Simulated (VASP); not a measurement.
# TaN (P6_3/mmc) in VASP: notebook, part 2 of 2

VASP 6.6.1.

## (3) Single point, PBE+U, collinear spin, antiferromagnetic start

File INCAR:

```
ALGO = Normal
EDIFF = 1E-6
ENCUT = 520
GGA = PE
ISIF = 2
ISMEAR = 0
ISPIN = 2
LASPH = True
LCHARG = False
LDAU = True
LDAUJ = 0.9 0
LDAUL = 2 -1
LDAUPRINT = 1
LDAUTYPE = 1
LDAUU = 4 0
LMAXMIX = 4
LORBIT = 11
LREAL = False
LWAVE = False
MAGMOM = 0.01 -0.01 0.01 -0.01 0 0 0 0
NBANDS = 46
NELM = 150
PREC = Accurate
SIGMA = 0.05
```

File KPOINTS:

```
k-points
0
Gamma
  7 7 2
```

File POSCAR:

```
TaN
1.0
    3.0480018400      0.0000000000      0.0000000000
   -1.5240009200      2.6396470300      0.0000000000
    0.0000000000      0.0000000000      9.8359995600
Ta N
4 4
Direct
    0.0000000000      0.0000000000      0.0000000000
    0.0000000000      0.0000000000      0.2500000000
    0.0000000000      0.0000000000      0.5000000000
    0.0000000000      0.0000000000      0.7500000000
    0.3333333333      0.6666666667      0.1250000000
    0.6666666667      0.3333333333      0.3750000000
    0.3333333333      0.6666666667      0.6250000000
    0.6666666667      0.3333333333      0.8750000000
```

Potentials or basis: VASP PAW PBE potentials, release 64 (Ta_pv, N).

The run is started by

```sh
$ cat potpaw_PBE.64/Ta_pv/POTCAR potpaw_PBE.64/N/POTCAR > POTCAR
$ mpirun -np 1 vasp_std > vasp.out
```

OUTCAR:

```text
EDIFF = 1E-6
   ENCUT = 520
   GGA = PE
   ISIF = 2
   ISMEAR = 0
   ISPIN = 2
   LASPH = True
   LORBIT = 11
   LREAL = False
   NELM = 150
   PREC = Accurate

 ion  position               nearest neighbor table
   1  0.000  0.000  0.000-   5 2.15   8 2.15   8 2.15   5 2.15   8 2.15   5 2.15   2 2.46   4 2.46

   2  0.000  0.000  0.250-   5 2.15   6 2.15   6 2.15   5 2.15   6 2.15   5 2.15   1 2.46   3 2.46

   3  0.000  0.000  0.500-   6 2.15   7 2.15   6 2.15   7 2.15   6 2.15   7 2.15   2 2.46   4 2.46
[... 14 lines left out ...]
 A1 = (   3.0480018400,   0.0000000000,   0.0000000000)
 A2 = (  -1.5240009200,   2.6396470300,   0.0000000000)
 A3 = (   0.0000000000,   0.0000000000,   9.8359995600)

Analysis of symmetry for initial positions (statically):
=====================================================================
 Subroutine PRICEL returns following result:

  LATTYP: Found a hexagonal cell.
 ALAT       =     3.0480018400
 C/A-ratio  =     1.6135160142
[... 12 lines left out ...]
 Subroutine GETGRP returns: Found 24 space group operations
 (whereof 12 operations were pure point group operations)
 out of a pool of 24 trial point group operations.

The static configuration has the point symmetry D_3d.
 The point group associated with its full space group is D_6h.

Analysis of symmetry for dynamics (positions and initial velocities):
=====================================================================
 Subroutine PRICEL returns following result:

  LATTYP: Found a hexagonal cell.
 ALAT       =     3.0480018400
 C/A-ratio  =     1.6135160142
[... 12 lines left out ...]
 Subroutine GETGRP returns: Found 24 space group operations
 (whereof 12 operations were pure point group operations)
 out of a pool of 24 trial point group operations.

The dynamic configuration has the point symmetry D_3d.
 The point group associated with its full space group is D_6h.
[... 321 lines left out ...]
      4     -25.6471      1.00000
      5     -25.6471      1.00000
      6     -25.4645      1.00000
[... 741 lines left out ...]
     43      15.7859      0.00000
     44      15.7859      0.00000
 Fermi energy:        10.3216492427

 spin component 2

 k-point     1 :       0.0000    0.0000    0.0000
  band No.  band energies     occupation
      1     -27.4911      1.00000
      2     -26.1139      1.00000
      3     -26.1139      1.00000
      4     -25.6471      1.00000
      5     -25.6471      1.00000
      6     -25.4645      1.00000
[... 741 lines left out ...]
     43      15.7859      0.00000
     44      15.7859      0.00000
 [bands above 44 left out]

------------------------ aborting loop because EDIFF is reached ----------------------------------------

  FORCE on cell =-STRESS in cart. coord.  units (eV):
  Direction    XX          YY          ZZ          XY          YZ          ZX
  --------------------------------------------------------------------------------------
  -------------------------------------------------------------------------------------
  Total       19.9105964     19.9105965     67.2694812      0.0000000      0.0000000      0.0000000
  in kB      403.1022938    403.1022955   1361.9120982      0.0000000      0.0000000      0.0000000
  external PRESSURE =     722.7055625 kB  Pullay stress =       0.0000000 kB

 VOLUME and BASIS-vectors are now :
 -----------------------------------------------------------------------------
  energy-cutoff  :      520.00
  volume of cell :       79.14
      direct lattice vectors                 reciprocal lattice vectors
     3.048001840  0.000000000  0.000000000     0.328083791  0.189419265  0.000000000
    -1.524000920  2.639647030  0.000000000     0.000000000  0.378838530  0.000000000
     0.000000000  0.000000000  9.835999560     0.000000000  0.000000000  0.101667349

 POSITION                                       TOTAL-FORCE (eV/Angst)
 -----------------------------------------------------------------------------------
      0.00000      0.00000      0.00000        -0.000000     -0.000000      0.000000
      0.00000      0.00000      2.45900        -0.000000     -0.000000      0.000000
      0.00000      0.00000      4.91800        -0.000000     -0.000000      0.000000
      0.00000      0.00000      7.37700        -0.000000     -0.000000      0.000000
     -0.00000      1.75976      1.22950        -0.000000     -0.000000      0.000000
      1.52400      0.87988      3.68850        -0.000000     -0.000000     -0.000000
     -0.00000      1.75976      6.14750         0.000000      0.000000     -0.000000
      1.52400      0.87988      8.60650         0.000000      0.000000      0.000000
 -----------------------------------------------------------------------------------
    total drift:                               -0.000000      0.000000      0.000000

  FREE ENERGIE OF THE ION-ELECTRON SYSTEM (eV)
  ---------------------------------------------------
  free  energy   TOTEN  =       -70.3394853447 eV

  energy  without entropy=      -70.3347429061  energy(sigma->0) =      -70.33711413

 total charge

# of ion       s       p       d       tot
------------------------------------------
    1        0.339   6.307   2.627   9.273
    2        0.339   6.307   2.627   9.273
    3        0.339   6.307   2.627   9.273
    4        0.339   6.307   2.627   9.273
    5        1.239   2.606   0.000   3.846
    6        1.239   2.606   0.000   3.846
    7        1.239   2.606   0.000   3.846
    8        1.239   2.606   0.000   3.846
--------------------------------------------------
tot          6.313  35.653  10.507  52.473

 magnetization (x)

# of ion       s       p       d       tot
------------------------------------------
    1        0.000   0.000  -0.000   0.000
    2       -0.000  -0.000   0.000  -0.000
    3        0.000   0.000  -0.000   0.000
    4       -0.000  -0.000   0.000  -0.000
    5        0.000   0.000   0.000   0.000
    6        0.000   0.000   0.000   0.000
    7        0.000   0.000   0.000   0.000
    8        0.000   0.000   0.000   0.000
--------------------------------------------------
tot          0.000   0.000   0.000   0.000
```

OSZICAR:

```text
N       E                     dE             d eps       ncg     rms          rms(c)
DAV:   1     0.663284577823E+03    0.66328E+03   -0.33944E+04  2944   0.150E+03
DAV:   2    -0.327793433526E+02   -0.69606E+03   -0.66115E+03  3236   0.463E+02
DAV:   3    -0.814570822963E+02   -0.48678E+02   -0.47170E+02  3562   0.117E+02
DAV:   4    -0.824782333019E+02   -0.10212E+01   -0.10092E+01  3632   0.163E+01
DAV:   5    -0.824973181426E+02   -0.19085E-01   -0.19054E-01  3628   0.182E+00    0.573E+01
DAV:   6    -0.706179476191E+02    0.11879E+02   -0.47560E+01  3542   0.340E+01    0.257E+01
DAV:   7    -0.704026409358E+02    0.21531E+00   -0.23846E+00  3414   0.769E+00    0.128E+01
DAV:   8    -0.703524791288E+02    0.50162E-01   -0.22716E-01  3510   0.249E+00    0.138E+00
DAV:   9    -0.703395722175E+02    0.12907E-01   -0.47223E-02  3578   0.937E-01    0.514E-01
DAV:  10    -0.703395879783E+02   -0.15761E-04   -0.39834E-03  3592   0.416E-01    0.945E-02
DAV:  11    -0.703395043715E+02    0.83607E-04   -0.20120E-04  3568   0.858E-02    0.391E-02
DAV:  12    -0.703394902968E+02    0.14075E-04   -0.23565E-05  3688   0.259E-02    0.215E-02
DAV:  13    -0.703394858247E+02    0.44721E-05   -0.57474E-06  3340   0.137E-02    0.766E-03
DAV:  14    -0.703394853447E+02    0.48002E-06   -0.47259E-07  1982   0.478E-03
   1 F= -.70339485E+02 E0= -.70337114E+02  d E =-.474244E-02  mag=    -0.0000
```

stdout:

```text
POSCAR found type information on POSCAR TaN
 POSCAR found :  2 types and       8 ions
 scaLAPACK will be used
 LDA part: xc-table for (Slater+PW92), standard interpolation
 POSCAR, INCAR and KPOINTS ok, starting setup
 FFT: planning ... GRIDC
 FFT: planning ... GRID_SOFT
 FFT: planning ... GRID
 WAVECAR not read
 entering main loop
```

Wall time 2.9 min (1 thread of Intel Xeon 6975P-C, shared host); peak memory 0.28 GiB.

Results:

```
Free energy                                           : -70.3395 eV
Pressure                                              : 72.3 GPa
Band gap on the k mesh                                : zero (filled and empty bands overlap)
Net moment                                            : 0.00 μB per cell
Valence electrons inside the program's atomic spheres : Ta 9.27; N 3.85
```

Levels at points of the mesh, in eV from the Fermi level:
Spin up:
```
           k point  band 28  band 29  band 30  band 31  band 32  band 33  band 34  band 35  band 36  band 37
(0.00, 0.00, 0.00)    -3.90    -3.88    -1.76    -1.76    -0.59    -0.59    -0.13    -0.13     0.07     0.07
(0.00, 0.00, 0.50)    -4.97    -3.18    -3.18    -1.25    -1.25    -1.25    -1.25     0.40     0.40     0.40
```
Spin down:
```csv
k point,band 30,band 31,band 32,band 33,band 34,band 35
"(0.00, 0.00, 0.00)",-1.76,-1.76,-0.59,-0.59,-0.13,-0.13
"(0.00, 0.00, 0.50)",-3.18,-1.25,-1.25,-1.25,-1.25,0.40
```

Eigenvalues of the final occupation matrices:
| site | spin | trace | eigenvalues |
| --- | --- | --- | --- |
| site 1 d | 1 | 1.34 | 0.22 0.22 0.26 0.26 0.37 |
| site 1 d | 2 | 1.34 | 0.22 0.22 0.26 0.26 0.37 |
| site 2 d | 1 | 1.34 | 0.22 0.22 0.26 0.26 0.37 |
| site 2 d | 2 | 1.34 | 0.22 0.22 0.26 0.26 0.37 |
| site 3 d | 1 | 1.34 | 0.22 0.22 0.26 0.26 0.37 |
| site 3 d | 2 | 1.34 | 0.22 0.22 0.26 0.26 0.37 |
| site 4 d | 1 | 1.34 | 0.22 0.22 0.26 0.26 0.37 |
| site 4 d | 2 | 1.34 | 0.22 0.22 0.26 0.26 0.37 |

Caveat: spin-orbit coupling is left out, which moves the levels of the heavy elements.
